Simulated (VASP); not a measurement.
# TiCo3 (Pm-3m) in VASP: notebook

The runs below take TiCo3 through single point, with PBEsol.

Program: VASP 6.6.1. These are calculated values, not measurements. Logs are shortened: lines on timing, memory, paths and dates and some standing lists are left out, and cuts for length are marked.

## 1. The cell of the first run

Symmetry: Pm-3m, No. 221, cubic system. The conventional cell has a = 3.600 Å, b = 3.600 Å, c = 3.600 Å, α = 90.00°, β = 90.00°, γ = 90.00°. Within 3.4 Å of Ti (site symmetry m-3m) lie 12 Co at 2.55 Å. Co (site symmetry 4/mmm) has 4 Ti at 2.55 Å and 8 Co at 2.55 Å within 3.4 Å.

## 2. Single point, PBEsol, collinear spin, ferromagnetic start (11.66 Å³/atom)

Contents of INCAR:

```
SYSTEM = TiCo3
  PREC = Accurate
  ENCUT = 520
  EDIFF = 1E-6
  ISMEAR = 0
  SIGMA = 0.15
  LREAL = .FALSE.
  LASPH = .TRUE.
  NELM = 150
  ALGO = Fast
  ISIF = 2
  LWAVE = .FALSE.
  LCHARG = .FALSE.
  ISPIN = 2
  MAGMOM = 0.6 1.32 1.32 1.32
  LORBIT = 11
  NUPDOWN = 4.56
  LMAXMIX = 4
  GGA = PS
  NBANDS = 32
```

Contents of KPOINTS:

```
Automatic mesh
0
G
  12 12 12
  0 0 0
```

Contents of POSCAR:

```
TiCo3
1.0
    3.6000000000      0.0000000000      0.0000000000
    0.0000000000      3.6000000000      0.0000000000
    0.0000000000      0.0000000000      3.6000000000
Ti Co
1 3
Direct
    0.0000000000      0.0000000000      0.0000000000
    0.0000000000      0.5000000000      0.5000000000
    0.5000000000      0.0000000000      0.5000000000
    0.5000000000      0.5000000000      0.0000000000
```

Potentials or basis: VASP PAW PBE potentials, release 64 (Ti_sv, Co).

Launch:

```sh
$ cat potpaw_PBE.64/Ti_sv/POTCAR potpaw_PBE.64/Co/POTCAR > POTCAR
$ mpirun -np 1 vasp_std > vasp.out
```

OUTCAR:

```text
SYSTEM = TiCo3
   PREC = Accurate
   ENCUT = 520
   EDIFF = 1E-6
   ISMEAR = 0
   LREAL = .FALSE.
   LASPH = .TRUE.
   NELM = 150
   ISIF = 2
   ISPIN = 2
   LORBIT = 11
   NUPDOWN = 4.56
   GGA = PS

 ion  position               nearest neighbor table
   1  0.000  0.000  0.000-   2 2.55   3 2.55   4 2.55   2 2.55   3 2.55   2 2.55   4 2.55   2 2.55
                             3 2.55   4 2.55   3 2.55   4 2.55
   2  0.000  0.500  0.500-   1 2.55   3 2.55   4 2.55   1 2.55   4 2.55   1 2.55   3 2.55   1 2.55
                             3 2.55   4 2.55   4 2.55   3 2.55
   3  0.500  0.000  0.500-   1 2.55   2 2.55   4 2.55   1 2.55   4 2.55   2 2.55   4 2.55   4 2.55
                             1 2.55   2 2.55   1 2.55   2 2.55
   4  0.500  0.500  0.000-   1 2.55   2 2.55   3 2.55   2 2.55   3 2.55   1 2.55   3 2.55   3 2.55
                             1 2.55   2 2.55   2 2.55   1 2.55

  LATTYP: Found a simple cubic cell.
 ALAT       =     3.6000000000

  Lattice vectors:

 A1 = (   3.6000000000,   0.0000000000,   0.0000000000)
 A2 = (   0.0000000000,   3.6000000000,   0.0000000000)
 A3 = (   0.0000000000,   0.0000000000,   3.6000000000)

Analysis of symmetry for initial positions (statically):
=====================================================================
 Subroutine PRICEL returns:
 Original cell was already a primitive cell.

 Routine SETGRP: Setting up the symmetry group for a
 simple cubic supercell.

 Subroutine GETGRP returns: Found 48 space group operations
 (whereof 48 operations were pure point group operations)
 out of a pool of 48 trial point group operations.

The static configuration has the point symmetry O_h .

Analysis of symmetry for dynamics (positions and initial velocities):
=====================================================================
 Subroutine PRICEL returns:
 Original cell was already a primitive cell.

 Routine SETGRP: Setting up the symmetry group for a
 simple cubic supercell.

 Subroutine GETGRP returns: Found 48 space group operations
 (whereof 48 operations were pure point group operations)
 out of a pool of 48 trial point group operations.

The dynamic configuration has the point symmetry O_h .

Analysis of structural, dynamic, and magnetic symmetry:
=====================================================================
 Subroutine PRICEL returns:
 Original cell was already a primitive cell.

 Routine SETGRP: Setting up the symmetry group for a
 simple cubic supercell.

 Subroutine GETGRP returns: Found 48 space group operations
 (whereof 48 operations were pure point group operations)
 out of a pool of 48 trial point group operations.

The overall configuration has the point symmetry O_h .

 Subroutine INISYM returns: Found 48 space group operations
 (whereof 48 operations are pure point group operations),
 and found     1 'primitive' translations

----------------------------------------------------------------------------------------

                                     Primitive cell

  volume of cell :      46.6560

  direct lattice vectors                    reciprocal lattice vectors
     3.600000000  0.000000000  0.000000000     0.277777778  0.000000000  0.000000000
     0.000000000  3.600000000  0.000000000     0.000000000  0.277777778  0.000000000
     0.000000000  0.000000000  3.600000000     0.000000000  0.000000000  0.277777778

  length of vectors
     3.600000000  3.600000000  3.600000000     0.277777778  0.277777778  0.277777778

  position of ions in fractional coordinates (direct lattice)
     0.000000000  0.000000000  0.000000000
     0.000000000  0.500000000  0.500000000
     0.500000000  0.000000000  0.500000000
     0.500000000  0.500000000  0.000000000

  ion indices of the primitive-cell ions
   primitive index   ion index
                 1           1
                 2           2
                 3           3
                 4           4

----------------------------------------------------------------------------------------

 KPOINTS: Automatic mesh

Automatic generation of k-mesh.
 Grid dimensions read from file:
 generate k-points for:   12   12   12

 Generating k-lattice:

  Cartesian coordinates                     Fractional coordinates (reciprocal lattice)
     0.023148148  0.000000000  0.000000000     0.083333333  0.000000000  0.000000000
     0.000000000  0.023148148  0.000000000     0.000000000  0.083333333  0.000000000
     0.000000000  0.000000000  0.023148148     0.000000000  0.000000000  0.083333333

  Length of vectors
     0.023148148  0.023148148  0.023148148

  Shift w.r.t. Gamma in fractional coordinates (k-lattice)
     0.000000000  0.000000000  0.000000000

 Subroutine IBZKPT returns following result:
 ===========================================

 Found     84 irreducible k-points:

 Following reciprocal coordinates:
            Coordinates               Weight
  0.000000  0.000000  0.000000      1.000000
  0.083333  0.000000  0.000000      6.000000
  0.166667  0.000000  0.000000      6.000000
  0.250000  0.000000  0.000000      6.000000
  0.333333  0.000000  0.000000      6.000000
  0.416667  0.000000  0.000000      6.000000
[... 16 lines left out ...]
  0.333333  0.333333  0.000000     12.000000
  0.416667  0.333333  0.000000     24.000000
 [... further k-points ...]
   k-points           NKPTS =     84   k-points in BZ     NKDIM =     84   number of bands    NBANDS=     32
   number of dos      NEDOS =    301   number of ions     NIONS =      4
   total plane-waves  NPLWV =  21952
   dimension x,y,z NGX =    28 NGY =   28 NGZ =   28
   dimension x,y,z NGXF=    56 NGYF=   56 NGZF=   56
   ions per type =               1   3
   NGX,Y,Z   is equivalent  to a cutoff of  12.93, 12.93, 12.93 a.u.
   NGXF,Y,Z  is equivalent  to a cutoff of  25.86, 25.86, 25.86 a.u.
 SYSTEM =  TiCo3
   PREC   = accura    normal or accurate (medium, high low for compatibility)
   ISTART =      0    job   : 0-new  1-cont  2-samecut
   ICHARG =      2    charge: 1-file 2-atom 10-const
   ISPIN  =      2    spin polarized calculation?
   LNONCOLLINEAR =      F non collinear calculations
   LSORBIT =      F    spin-orbit coupling
   LASPH  =      T    aspherical Exc in radial PAW
   ENCUT  =  520.0 eV  38.22 Ry    6.18 a.u.   6.69  6.69  6.69*2*pi/ulx,y,z
   NELM   =    150;   NELMIN=  2; NELMDL= -5     # of ELM steps
   EDIFF  = 0.1E-05   stopping-criterion for ELM
   LREAL  =      F    real-space projection
   EDIFFG = 0.1E-04   stopping-criterion for IOM
   NSW    =      0    number of steps for IOM
   IBRION =     -1    ionic relax: 0-MD 1-quasi-New 2-CG
   NFREE  =      0    steps in history (QN), initial steepest desc. (CG)
   ISIF   =      2    stress and relaxation
   ISYM   =      2    0-nonsym 1-usesym 2-fastsym
   POTIM  = 0.5000    time-step for ionic-motion
   TEBEG  =    0.0;   TEEND  =   0.0 temperature during run
   PSTRESS=    0.0 pullay stress
   NELECT =      39.0000    total number of electrons
   NUPDOWN=       4.5600    fix difference up-down
   EMIN   =  10.00;   EMAX   =-10.00  energy-range for DOS
   EFERMI =   0.00;   METHOD = LEGACY
   ISMEAR =     0;   SIGMA  =   0.15  broadening in eV -4-tet -1-fermi 0-gaus
   EFERMI_NEDOS =   21; number of points for ismear=-14 and -15
   IALGO  =     68    algorithm
   IMIX   =      4    mixing-type and parameters
     AMIX     =   0.40;   BMIX     =  1.00
     AMIX_MAG =   1.60;   BMIX_MAG =  1.00
  volume/ion in A,a.u.               =      11.66        78.71
  Fermi-wavevector in a.u.,A,eV,Ry     =   1.542152  2.914245 32.357824  2.378233
  Thomas-Fermi vector in A             =   2.647997
   LORBIT       =     11    0 simple, 1 ext, 2 COOP (PROOUT), +10 PAW based schemes
   GGA     = PS    functional components
   LHFCALC =     F    Hartree Fock is set to
   AEXX    =    0.0000 exact exchange contribution
   IVDW    =     0    specifies the selected vdW correction
   LEPSILON=     F    determine dielectric tensor
   LRPA    =     F    only Hartree local field effects (RPA)
 spin polarized calculation
 RMM-DIIS sequential band-by-band and
 Gauss-broadening in eV      SIGMA  =   0.15
  energy-cutoff  :      520.00
  volume of cell :       46.66
 maximum number of plane-waves:      1328
 NGX is ok and might be reduce to    28
   NGX = 13   NGY = 13   NGZ = 13

 number of electron      39.0000037 magnetization       4.5600012

 Free energy of the ion-electron system (eV)
  ---------------------------------------------------
  ext. energy  EPLUGINS =         0.00000000
  ---------------------------------------------------
  free energy    TOTEN  =       -31.64885444 eV

  energy without entropy =      -31.54782666  energy(sigma->0) =      -31.59834055

 E-fermi :   9.8516     XC(G=0): -13.3212

 val. band max:       11.1452712386   @ k =   0.4167   0.3333   0.2500
 cond. band min:       9.8568234797   @ k =   0.4167   0.4167   0.1667
 fundamental gap:     -1.2884477590
 Fermi energy:        11.1461745643

 spin component 1

 k-point     1 :       0.0000    0.0000    0.0000
  band No.  band energies     occupation
      1     -46.0781      1.00000
      2     -22.4401      1.00000
      3     -22.4401      1.00000
      4     -22.4401      1.00000
      5       1.7982      1.00000
      6       5.2145      1.00000
[... 23 lines left out ...]
     30      20.9784      0.00000
     31      20.9785      0.00000

 k-point     2 :       0.0833    0.0000    0.0000
  band No.  band energies     occupation
      1     -46.0778      1.00000
      2     -22.4443      1.00000
      3     -22.4403      1.00000
      4     -22.4403      1.00000
      5       1.8903      1.00000
      6       5.2488      1.00000
[... 23 lines left out ...]
     30      20.9395      0.00000
     31      21.3621      0.00000

 k-point     3 :       0.1667    0.0000    0.0000
  band No.  band energies     occupation
      1     -46.0770      1.00000
      2     -22.4557      1.00000
      3     -22.4407      1.00000
      4     -22.4407      1.00000
      5       2.1625      1.00000
      6       5.3268      1.00000
[... 703 lines left out ...]
     30      21.0845      0.00000
     31      22.6775      0.00000

 k-point    24 :       0.4167    0.3333    0.0000
  band No.  band energies     occupation
      1     -46.0720      1.00000
      2     -22.4903      1.00000
      3     -22.4791      1.00000
      4     -22.4435      1.00000
      5       4.8966      1.00000
      6       6.0077      1.00000
[... 23 lines left out ...]
     30      21.2600      0.00000
     31      21.8627      0.00000

 [... further k-points ...]

 spin component 2

 k-point     1 :       0.0000    0.0000    0.0000
  band No.  band energies     occupation
      1     -46.0834      1.00000
      2     -22.4494      1.00000
      3     -22.4494      1.00000
      4     -22.4494      1.00000
      5       2.0241      1.00000
      6       6.1023      1.00000
[... 23 lines left out ...]
     30      21.5140      0.00000
     31      21.5140      0.00000

 k-point     2 :       0.0833    0.0000    0.0000
  band No.  band energies     occupation
      1     -46.0832      1.00000
      2     -22.4536      1.00000
      3     -22.4496      1.00000
      4     -22.4496      1.00000
      5       2.1166      1.00000
      6       6.1365      1.00000
[... 23 lines left out ...]
     30      21.4792      0.00000
     31      21.9455      0.00000

 k-point     3 :       0.1667    0.0000    0.0000
  band No.  band energies     occupation
      1     -46.0824      1.00000
      2     -22.4648      1.00000
      3     -22.4500      1.00000
      4     -22.4500      1.00000
      5       2.3901      1.00000
      6       6.2059      1.00000
[... 703 lines left out ...]
     30      21.6657      0.00000
     31      23.1750      0.00000

 k-point    24 :       0.4167    0.3333    0.0000
  band No.  band energies     occupation
      1     -46.0773      1.00000
      2     -22.4991      1.00000
      3     -22.4880      1.00000
      4     -22.4527      1.00000
      5       5.2013      1.00000
      6       6.5204      1.00000
[... 23 lines left out ...]
     30      21.8270      0.00000
     31      22.2926      0.00000

 [... further k-points ...]

 [bands above 31 left out]

------------------------ aborting loop because EDIFF is reached ----------------------------------------

  FORCE on cell =-STRESS in cart. coord.  units (eV):
  Direction    XX          YY          ZZ          XY          YZ          ZX
  --------------------------------------------------------------------------------------
  -------------------------------------------------------------------------------------
  Total       -0.0373163     -0.0373163     -0.0373163      0.0000000      0.0000000     -0.0000000
  in kB       -1.2814502     -1.2814502     -1.2814502      0.0000000      0.0000000     -0.0000000
  external PRESSURE =      -1.2814502 kB  Pullay stress =       0.0000000 kB

 VOLUME and BASIS-vectors are now :
 -----------------------------------------------------------------------------
  energy-cutoff  :      520.00
  volume of cell :       46.66
      direct lattice vectors                 reciprocal lattice vectors
     3.600000000  0.000000000  0.000000000     0.277777778  0.000000000  0.000000000
     0.000000000  3.600000000  0.000000000     0.000000000  0.277777778  0.000000000
     0.000000000  0.000000000  3.600000000     0.000000000  0.000000000  0.277777778

 POSITION                                       TOTAL-FORCE (eV/Angst)
 -----------------------------------------------------------------------------------
      0.00000      0.00000      0.00000         0.000000      0.000000      0.000000
      0.00000      1.80000      1.80000         0.000000      0.000000      0.000000
      1.80000      0.00000      1.80000         0.000000      0.000000      0.000000
      1.80000      1.80000      0.00000         0.000000      0.000000      0.000000
 -----------------------------------------------------------------------------------
    total drift:                                0.000000      0.000000      0.000000

  FREE ENERGIE OF THE ION-ELECTRON SYSTEM (eV)
  ---------------------------------------------------
  free  energy   TOTEN  =       -31.6488544432 eV

  energy  without entropy=      -31.5478266623  energy(sigma->0) =      -31.59834055

 total charge

# of ion       s       p       d       tot
------------------------------------------
    1        2.262   6.209   1.945  10.416
    2        0.516   0.527   7.250   8.293
    3        0.516   0.527   7.250   8.293
    4        0.516   0.527   7.250   8.293
--------------------------------------------------
tot          3.811   7.789  23.694  35.294

 magnetization (x)

# of ion       s       p       d       tot
------------------------------------------
    1       -0.002   0.009  -0.032  -0.025
    2        0.009   0.030   1.463   1.503
    3        0.009   0.030   1.463   1.503
    4        0.009   0.030   1.463   1.503
--------------------------------------------------
tot          0.026   0.100   4.357   4.483
```

It took 4.7 min on 1 thread of Oxide Virtual Turin-like, shared host; peak memory 0.27 GiB.

What came out:

* Free energy: -31.6489 eV
* Pressure: -0.1 GPa
* Net moment: 4.56 μB per cell
* Site moments: Ti -0.03; Co +1.50 μB
* Valence electrons inside the program's atomic spheres: Ti 10.42; Co 8.29

Caveat: the PAW data sets were made with another functional, which shifts forces and pressure a little; the total moment is fixed, so each spin has its own Fermi level and the state may be an excited one.

## 3. Single point, PBEsol, collinear spin, ferromagnetic start (10.98 Å³/atom)

This run uses another cell than the first one, of 10.98 Å³/atom.

Contents of INCAR:

```
SYSTEM = TiCo3
PREC     = Accurate       ! precision mode
ENCUT    = 520            ! plane-wave cutoff, eV
EDIFF    = 1E-6           ! SCF threshold, eV
ISMEAR   = 0              ! smearing method
SIGMA    = 0.15           ! smearing width, eV
LREAL    = .FALSE.        ! projectors in reciprocal space
LASPH    = .TRUE.         ! aspherical terms in the spheres
NELM     = 150            ! most SCF steps
ALGO     = Fast           ! electronic algorithm
ISIF     = 2              ! what is computed and relaxed
LWAVE    = .FALSE.        ! write WAVECAR
LCHARG   = .FALSE.        ! write CHGCAR
ISPIN    = 2              ! spin polarisation
MAGMOM   = 0.2 0.44 0.44 0.44 ! initial moments
LORBIT   = 11             ! projections on sites
NUPDOWN  = 1.52           ! fixed moment
LMAXMIX  = 4              ! l up to which the mixer works
GGA      = PS             ! functional
NBANDS   = 32             ! bands
```

KPOINTS is that of step 2.

Contents of POSCAR:

```
TiCo3
1.0
    3.5280257688      0.0000000000      0.0000000000
    0.0000000000      3.5280257688      0.0000000000
    0.0000000000      0.0000000000      3.5280257688
Ti Co
1 3
Direct
    0.0000000000      0.0000000000      0.0000000000
    0.0000000000      0.5000000000      0.5000000000
    0.5000000000      0.0000000000      0.5000000000
    0.5000000000      0.5000000000      0.0000000000
```

Potentials or basis: VASP PAW PBE potentials, release 64 (Ti_sv, Co).

Launch:

```sh
$ cat potpaw_PBE.64/Ti_sv/POTCAR potpaw_PBE.64/Co/POTCAR > POTCAR
$ mpirun -np 1 vasp_std > vasp.out
```

Wall time 6.2 min (1 thread of Oxide Virtual Turin-like, shared host); peak memory 0.26 GiB.

Results (log left out):

| Property | Result |
| --- | --- |
| Free energy | -32.7324 eV |
| Pressure | 0.9 GPa |
| Net moment | 1.52 μB per cell |
| Site moments | Ti -0.19; Co +0.58 μB |
| Valence electrons inside the program's atomic spheres | Ti 10.49; Co 8.43 |

Caveat: the PAW data sets were made with another functional, which shifts forces and pressure a little; the total moment is fixed, so each spin has its own Fermi level and the state may be an excited one.

## 4. Single point, PBEsol, collinear spin, ferromagnetic start (10.98 Å³/atom)

This run uses another cell than the first one, of 10.98 Å³/atom.

Contents of INCAR:

```
SYSTEM = TiCo3
PREC = Accurate
ENCUT = 520
EDIFF = 1E-6
ISMEAR = 0
SIGMA = 0.15
LREAL = .False.
LASPH = .True.
NELM = 150
ALGO = Fast
ISIF = 2
LWAVE = .False.
LCHARG = .True.
ISPIN = 2
MAGMOM = 0.8 1.76 1.76 1.76
LORBIT = 11
NUPDOWN = 6.08
LMAXMIX = 4
GGA = PS
LELF = .True.
LVHAR = .True.
NBANDS = 32
```

Contents of KPOINTS:

```
regular mesh
0
Gamma
  12 12 12
  0 0 0
```

POSCAR is that of step 3.

Launch:

```sh
$ cat potpaw_PBE.64/Ti_sv/POTCAR potpaw_PBE.64/Co/POTCAR > POTCAR
$ mpirun -np 1 vasp_std > vasp.out
```

Run time: 5.5 min. Hardware: 1 thread of Oxide Virtual Turin-like, shared host; peak memory 0.26 GiB.

Results (log left out):

```
Free energy                                           : -30.3479 eV
Pressure                                              : 23.2 GPa
Net moment                                            : 6.08 μB per cell
Site moments                                          : Ti +0.40; Co +1.82 μB
Valence electrons inside the program's atomic spheres : Ti 10.56; Co 8.39
```

Caveat: the cell stands under pressure; the PAW data sets were made with another functional, which shifts forces and pressure a little; the total moment is fixed, so each spin has its own Fermi level and the state may be an excited one.

## 5. Overview

| fixed moment (μB) | cell | pressure (GPa) | moment (μB) |
| --- | --- | --- | --- |
| 4.56 | a = 3.600 Å, 4 atoms | -0.1 | 4.56 |
| 1.52 | a = 3.528 Å, 4 atoms | 0.9 | 1.52 |
| 6.08 | a = 3.528 Å, 4 atoms | 23.2 | 6.08 |

Alike in all rows: task single point; level PBEsol; potentials or basis VASP PAW PBE potentials, release 64 (Ti_sv, Co); spin collinear, ferromagnetic start; k mesh 12 × 12 × 12; cutoff (eV) 520; smearing gaussian 0.15 eV.

Caveats: the PAW data sets were made with another functional, which shifts forces and pressure a little; the total moment is fixed, so each spin has its own Fermi level and the state may be an excited one; the cell stands under pressure (at least some runs).

Total energies depend on the potentials used, so only differences within one code and one set of settings carry meaning.
